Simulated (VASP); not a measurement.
# Co (Fd-3m) in VASP: relaxation of cell and atoms with r2SCAN

Aim: the relaxation of cell and atoms of Co with r2SCAN.

Everything below comes from runs of VASP 6.6.1. Logs are shortened: lines on timing, memory, paths and dates and some standing lists are left out, and cuts for length are marked.

## 1. The cell of the first run

It takes space group Fd-3m (No. 227, cubic). Conventional cell: a = 4.927 Å, b = 4.927 Å, c = 4.927 Å, α = 90.00°, β = 90.00°, γ = 90.00°. Within 2.8 Å of Co (site symmetry -43m) lie 4 Co at 2.13 Å.

This isn't the form of Co at room conditions, which is hcp.

## 2. Relaxation of cell and atoms, r2SCAN, collinear spin, antiferromagnetic start

POSCAR reads:

```
Co
1.0
    0.0000000000      2.4634331982      2.4634331982
    2.4634331982      0.0000000000      2.4634331982
    2.4634331982      2.4634331982      0.0000000000
Co
2
Direct
    0.1250000000      0.1250000000      0.1250000000
    0.8750000000      0.8750000000      0.8750000000
```

INCAR.step1 reads:

```
SYSTEM = Co
PREC = Accurate
ENCUT = 600
ISMEAR = -1
SIGMA = 0.05
LREAL = .FALSE.
LASPH = .TRUE.
NELM = 150
ISPIN = 2
MAGMOM = 1.7 -1.7
LMAXMIX = 4
GGA = PE
ALGO = Normal
EDIFF = 1E-4
LWAVE = .TRUE.
LCHARG = .FALSE.
LUSENCCL = .FALSE.
```

INCAR.step2 reads:

```
SYSTEM = Co
PREC = Accurate
ENCUT = 600
EDIFF = 1E-6
ISMEAR = -1
SIGMA = 0.05
LREAL = .FALSE.
LASPH = .TRUE.
NELM = 150
ALGO = Normal
ISIF = 3
LWAVE = .FALSE.
LCHARG = .FALSE.
ISPIN = 2
MAGMOM = 1.7 -1.7
LORBIT = 11
LMAXMIX = 4
METAGGA = R2SCAN
LMIXTAU = .TRUE.
IBRION = 2
NSW = 80
EDIFFG = -0.01
ISTART = 1
LUSENCCL = .FALSE.
```

KPOINTS reads:

```
regular mesh
0
G
  11 11 11
  0 0 0
```

Potentials or basis: VASP PAW PBE potentials, release 64 (Co).

Command:

```
$ cat potpaw_PBE.64/Co/POTCAR > POTCAR
$ cp INCAR.step1 INCAR
$ mpirun -np 1 vasp_std > vasp.out
$ cp INCAR.step2 INCAR
$ mpirun -np 1 vasp_std > vasp.out
```

OUTCAR:

```text
SYSTEM = Co
   PREC = Accurate
   ENCUT = 600
   EDIFF = 1E-6
   ISMEAR = -1
   LREAL = .FALSE.
   LASPH = .TRUE.
   NELM = 150
   ISIF = 3
   ISPIN = 2
   LORBIT = 11
   METAGGA = R2SCAN
   IBRION = 2
   NSW = 80
   EDIFFG = -0.01
   ISTART = 1

 ion  position               nearest neighbor table
   1  0.125  0.125  0.125-   2 2.13   2 2.13   2 2.13   2 2.13
   2  0.875  0.875  0.875-   1 2.13   1 2.13   1 2.13   1 2.13

  LATTYP: Found a face centered cubic cell.
 ALAT       =     4.9268663964

  Lattice vectors:

 A1 = (   0.0000000000,   2.4634331982,   2.4634331982)
 A2 = (   2.4634331982,   0.0000000000,   2.4634331982)
 A3 = (   2.4634331982,   2.4634331982,   0.0000000000)

Analysis of symmetry for initial positions (statically):
=====================================================================
 Subroutine PRICEL returns:
 Original cell was already a primitive cell.

 Routine SETGRP: Setting up the symmetry group for a
 face centered cubic supercell.

 Subroutine GETGRP returns: Found 48 space group operations
 (whereof 12 operations were pure point group operations)
 out of a pool of 48 trial point group operations.

The static configuration has the point symmetry D_3d.
 The point group associated with its full space group is O_h .

Analysis of symmetry for dynamics (positions and initial velocities):
=====================================================================
 Subroutine PRICEL returns:
 Original cell was already a primitive cell.

 Routine SETGRP: Setting up the symmetry group for a
 face centered cubic supercell.

 Subroutine GETGRP returns: Found 48 space group operations
 (whereof 12 operations were pure point group operations)
 out of a pool of 48 trial point group operations.

The dynamic configuration has the point symmetry D_3d.
 The point group associated with its full space group is O_h .

Analysis of structural, dynamic, and magnetic symmetry:
=====================================================================
 Subroutine PRICEL returns:
 Original cell was already a primitive cell.

 Routine SETGRP: Setting up the symmetry group for a
 face centered cubic supercell.

 Subroutine GETGRP returns: Found 48 space group operations
 (whereof 12 operations were pure point group operations)
 out of a pool of 48 trial point group operations.

The overall configuration has the point symmetry D_3d.
 The point group associated with its full space group is O_h .

 Subroutine INISYM returns: Found 48 space group operations
 (whereof 12 operations are pure point group operations),
 and found     1 'primitive' translations

----------------------------------------------------------------------------------------

                                     Primitive cell

  volume of cell :      29.8987

  direct lattice vectors                    reciprocal lattice vectors
     0.000000000  2.463433198  2.463433198    -0.202968767  0.202968767  0.202968767
     2.463433198  0.000000000  2.463433198     0.202968767 -0.202968767  0.202968767
     2.463433198  2.463433198  0.000000000     0.202968767  0.202968767 -0.202968767

  length of vectors
     3.483820639  3.483820639  3.483820639     0.351552218  0.351552218  0.351552218

  position of ions in fractional coordinates (direct lattice)
     0.125000000  0.125000000  0.125000000
     0.875000000  0.875000000  0.875000000

  ion indices of the primitive-cell ions
   primitive index   ion index
                 1           1
                 2           2

----------------------------------------------------------------------------------------

 KPOINTS: regular mesh

Automatic generation of k-mesh.
 Grid dimensions read from file:
 generate k-points for:   11   11   11

 Generating k-lattice:

  Cartesian coordinates                     Fractional coordinates (reciprocal lattice)
    -0.018451706  0.018451706  0.018451706     0.090909091  0.000000000  0.000000000
     0.018451706 -0.018451706  0.018451706     0.000000000  0.090909091  0.000000000
     0.018451706  0.018451706 -0.018451706     0.000000000  0.000000000  0.090909091

  Length of vectors
     0.031959293  0.031959293  0.031959293

  Shift w.r.t. Gamma in fractional coordinates (k-lattice)
     0.000000000  0.000000000  0.000000000

 Subroutine IBZKPT returns following result:
 ===========================================

 Found     56 irreducible k-points:

 Following reciprocal coordinates:
            Coordinates               Weight
  0.000000  0.000000  0.000000      1.000000
  0.090909  0.000000  0.000000      8.000000
  0.181818  0.000000  0.000000      8.000000
  0.272727  0.000000  0.000000      8.000000
  0.363636  0.000000  0.000000      8.000000
  0.454545  0.000000  0.000000      8.000000
[... 16 lines left out ...]
 -0.272727  0.181818  0.000000     24.000000
 -0.181818  0.181818  0.000000     12.000000
 [... further k-points ...]
   k-points           NKPTS =     56   k-points in BZ     NKDIM =     56   number of bands    NBANDS=     13
   number of dos      NEDOS =    301   number of ions     NIONS =      2
   total plane-waves  NPLWV =  21952
   dimension x,y,z NGX =    28 NGY =   28 NGZ =   28
   dimension x,y,z NGXF=    56 NGYF=   56 NGZF=   56
   ions per type =               2
   NGX,Y,Z   is equivalent  to a cutoff of  13.36, 13.36, 13.36 a.u.
   NGXF,Y,Z  is equivalent  to a cutoff of  26.72, 26.72, 26.72 a.u.
 SYSTEM =  Co
   PREC   = accura    normal or accurate (medium, high low for compatibility)
   ISTART =      1    job   : 0-new  1-cont  2-samecut
   ICHARG =      0    charge: 1-file 2-atom 10-const
   ISPIN  =      2    spin polarized calculation?
   LNONCOLLINEAR =      F non collinear calculations
   LSORBIT =      F    spin-orbit coupling
   LASPH  =      T    aspherical Exc in radial PAW
   ENCUT  =  600.0 eV  44.10 Ry    6.64 a.u.   6.96  6.96  6.96*2*pi/ulx,y,z
   NELM   =    150;   NELMIN=  2; NELMDL=  0     # of ELM steps
   EDIFF  = 0.1E-05   stopping-criterion for ELM
   LREAL  =      F    real-space projection
   EDIFFG = -.1E-01   stopping-criterion for IOM
   NSW    =     80    number of steps for IOM
   IBRION =      2    ionic relax: 0-MD 1-quasi-New 2-CG
   NFREE  =      1    steps in history (QN), initial steepest desc. (CG)
   ISIF   =      3    stress and relaxation
   ISYM   =      2    0-nonsym 1-usesym 2-fastsym
   POTIM  = 0.5000    time-step for ionic-motion
   TEBEG  =    0.0;   TEEND  =   0.0 temperature during run
   PSTRESS=    0.0 pullay stress
   NELECT =      18.0000    total number of electrons
   NUPDOWN=      -1.0000    fix difference up-down
   EMIN   =  10.00;   EMAX   =-10.00  energy-range for DOS
   EFERMI =   0.00;   METHOD = LEGACY
   ISMEAR =    -1;   SIGMA  =   0.05  broadening in eV -4-tet -1-fermi 0-gaus
   EFERMI_NEDOS =   21; number of points for ismear=-14 and -15
   IALGO  =     38    algorithm
   IMIX   =      4    mixing-type and parameters
     AMIX     =   0.40;   BMIX     =  1.00
     AMIX_MAG =   1.60;   BMIX_MAG =  1.00
  volume/ion in A,a.u.               =      14.95       100.88
  Fermi-wavevector in a.u.,A,eV,Ry     =   1.382340  2.612244 25.998882  1.910864
  Thomas-Fermi vector in A             =   2.507040
   LORBIT       =     11    0 simple, 1 ext, 2 COOP (PROOUT), +10 PAW based schemes
   METAGGA = R2SCAN    functional components
   LHFCALC =     F    Hartree Fock is set to
   AEXX    =    0.0000 exact exchange contribution
   IVDW    =     0    specifies the selected vdW correction
   LEPSILON=     F    determine dielectric tensor
   LRPA    =     F    only Hartree local field effects (RPA)
 conjugate gradient relaxation of ions
 spin polarized calculation
  energy-cutoff  :      600.00
  volume of cell :       29.90
 maximum number of plane-waves:      1010
   NGX = 13   NGY = 13   NGZ = 13

--------------------------------------- Ionic step        1  -------------------------------------------

 number of electron      17.9999993 magnetization       0.0000000

 number of electron      17.9999993 magnetization      -0.0000000

 Free energy of the ion-electron system (eV)
  ---------------------------------------------------
  ext. energy  EPLUGINS =         0.00000000
  ---------------------------------------------------
  free energy    TOTEN  =       -23.09104616 eV

  energy without entropy =      -23.05519161  energy(sigma->0) =      -23.07311888

------------------------ aborting loop because EDIFF is reached ----------------------------------------

  FORCE on cell =-STRESS in cart. coord.  units (eV):
  Direction    XX          YY          ZZ          XY          YZ          ZX
  --------------------------------------------------------------------------------------
  -------------------------------------------------------------------------------------
  Total       -1.2647197     -1.2647197     -1.2647197     -0.0000000      0.0000000      0.0000000
  in kB      -67.7723436    -67.7723436    -67.7723436     -0.0000000      0.0000000      0.0000000
  external PRESSURE =     -67.7723436 kB  Pullay stress =       0.0000000 kB
[... 61 lines left out ...]
--------------------------------------- Ionic step        3  -------------------------------------------

 number of electron      18.0000001 magnetization       0.0000000

 number of electron      18.0000001 magnetization      -0.0000000

 Free energy of the ion-electron system (eV)
  ---------------------------------------------------
  ext. energy  EPLUGINS =         0.00000000
  ---------------------------------------------------
  free energy    TOTEN  =       -23.12481558 eV

  energy without entropy =      -23.09186378  energy(sigma->0) =      -23.10833968

 E-fermi :   6.7835     XC(G=0): -12.3931

 val. band max:        6.7821965842   @ k =   0.4545   0.1818   0.0000
 cond. band min:       6.7946262617   @ k =   0.3636   0.0909   0.0000
 fundamental gap:      0.0124296775
 Fermi energy:         6.7834523991

 spin component 1

 k-point     1 :       0.0000    0.0000    0.0000
  band No.  band energies     occupation
      1      -0.6241      1.00000
      2       3.3890      1.00000
      3       3.3890      1.00000
      4       3.5881      1.00000
      5       3.5881      1.00000
      6       3.5881      1.00000
      7       5.6468      1.00000
      8       5.6468      1.00000
      9       5.6468      1.00000
     10       7.0347      0.00653
     11       7.0347      0.00653
     12      21.0126      0.00000
     13      21.0126      0.00000
[... 353 lines left out ...]
 k-point    24 :      -0.1818    0.1818    0.0000
  band No.  band energies     occupation
      1       1.1179      1.00000
      2       3.0191      1.00000
      3       3.4254      1.00000
      4       3.5923      1.00000
      5       3.8826      1.00000
      6       4.2955      1.00000
      7       5.0469      1.00000
      8       5.3524      1.00000
      9       6.1617      1.00000
     10       6.6848      0.87784
     11       7.2037      0.00022
     12      13.6770      0.00000
     13      13.7990      0.00000

 [... further k-points ...]

 spin component 2

 k-point     1 :       0.0000    0.0000    0.0000
  band No.  band energies     occupation
      1      -0.6241      1.00000
      2       3.3890      1.00000
      3       3.3890      1.00000
      4       3.5881      1.00000
      5       3.5881      1.00000
      6       3.5881      1.00000
      7       5.6468      1.00000
      8       5.6468      1.00000
      9       5.6468      1.00000
     10       7.0347      0.00653
     11       7.0347      0.00653
     12      21.0126      0.00000
     13      21.0126      0.00000
[... 397 lines left out ...]
  FREE ENERGIE OF THE ION-ELECTRON SYSTEM (eV)
  ---------------------------------------------------
  free  energy   TOTEN  =       -23.1248155831 eV

  energy  without entropy=      -23.0918637836  energy(sigma->0) =      -23.10833968

 reached required accuracy - stopping structural energy minimisation

 total charge

# of ion       s       p       d       tot
------------------------------------------
    1        0.595   0.456   7.408   8.458
    2        0.595   0.456   7.408   8.458
--------------------------------------------------
tot          1.190   0.912  14.815  16.917

 magnetization (x)

# of ion       s       p       d       tot
------------------------------------------
    1        0.000   0.000   0.000   0.000
    2       -0.000  -0.000  -0.000  -0.000
--------------------------------------------------
tot          0.000   0.000   0.000   0.000
```

It took 8.8 min on 1 × NVIDIA H100 80GB with 1 thread of AMD EPYC 7R13 (Zen 3), shared host; peak memory 1.2 GiB.

What came out:

```yaml
Free_energy: -23.1248 eV
Relaxed_volume: 14.20 Å³/atom
Relaxed_cell: a = 3.425 Å, b = 3.425 Å, c = 3.425 Å, α = 60.00°, β = 60.00°, γ = 60.00°
Space_group_after_relaxing_to_0.1_Å: Fd-3m (No. 227)
Energy_gained_by_relaxing: 16.9 meV/atom
Ionic_steps: 3
Pressure_after_relaxing: 0.0 GPa
Band_gap_on_the_k_mesh: zero (filled and empty bands overlap)
Net_moment: 0.00 μB per cell
Valence_electrons_inside_the_program's_atomic_spheres: Co 8.46
```

Step by step:
```
step  energy change (eV)  largest force (eV/Å)  pressure (GPa)  volume (Å³)
   1              0.0000                0.0000           -6.78        29.90
   2             -0.0109                0.0000            6.49        27.24
   3             -0.0338                0.0000           -0.05        28.40
```

Final structure:
```cif
data_structure
_symmetry_space_group_name_H-M 'P 1'
_symmetry_Int_Tables_number 1
_cell_length_a 3.4245
_cell_length_b 3.4245
_cell_length_c 3.4245
_cell_angle_alpha 60.000
_cell_angle_beta 60.000
_cell_angle_gamma 60.000
_cell_volume 28.40
loop_
_atom_site_label
_atom_site_type_symbol
_atom_site_fract_x
_atom_site_fract_y
_atom_site_fract_z
_atom_site_occupancy
Co1 Co 0.12500 0.12500 0.12500 1
Co2 Co 0.87500 0.87500 0.87500 1
```

Levels at points of the mesh, in eV from the Fermi level:
Spin up:
| k point | band 6 | band 7 | band 8 | band 9 | band 10 | band 11 | band 12 | band 13 |
| --- | --- | --- | --- | --- | --- | --- | --- | --- |
| (0.00, 0.00, 0.00) | -3.20 | -1.14 | -1.14 | -1.14 | 0.25 | 0.25 | 14.23 | 14.23 |
Spin down:
```
           k point  band 7  band 8  band 9  band 10  band 11  band 12
(0.00, 0.00, 0.00)   -1.14   -1.14   -1.14     0.25     0.25    14.23
```

Caveat: the moments typed at the start vanished in this run; the PAW data sets were made with another functional, which shifts forces and pressure a little.
